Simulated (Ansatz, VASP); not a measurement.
# One calculation of Al, two programs

```
Al
1.0
     1.40783   -2.52354    0.00000
     1.40783    2.52354    0.00000
     0.00000    0.00000    4.67689
Al
2
Direct
  0.83347 0.16653 0.75000
  0.16653 0.83347 0.25000
```

Change from the starting cell: the structure that the rattled omega type (P6/mmm, No. 191) fell into.

Alike in both runs: task single point; functional PBE; k mesh 8 × 8 × 4; occupations gaussian, width 0.1 eV; no spin polarisation.

```csv
,VASP,Ansatz
version,VASP 6.6.1,Ansatz 0.2.0
potentials or method,"VASP PAW PBE potentials, release 64 (Al), cutoff 500 eV","scalar-relativistic, plane waves, PAW"
valence electrons in the cell,6,6
```

Ansatz gave:

| Property | Result |
| --- | --- |
| gap on the k mesh at the Fermi level (eV) | none |
| pressure (GPa) | 0.4 |
| traceless stress, the component that is largest in VASP (GPa) | -2.61 |

Problem. Which values does VASP return?

Solution. gap on the k mesh at the Fermi level (eV): none; pressure (GPa): 0.4; traceless stress, the component that is largest in VASP (GPa): -2.62.

A gap of «none» marks a metal or a gap that the smearing closes.
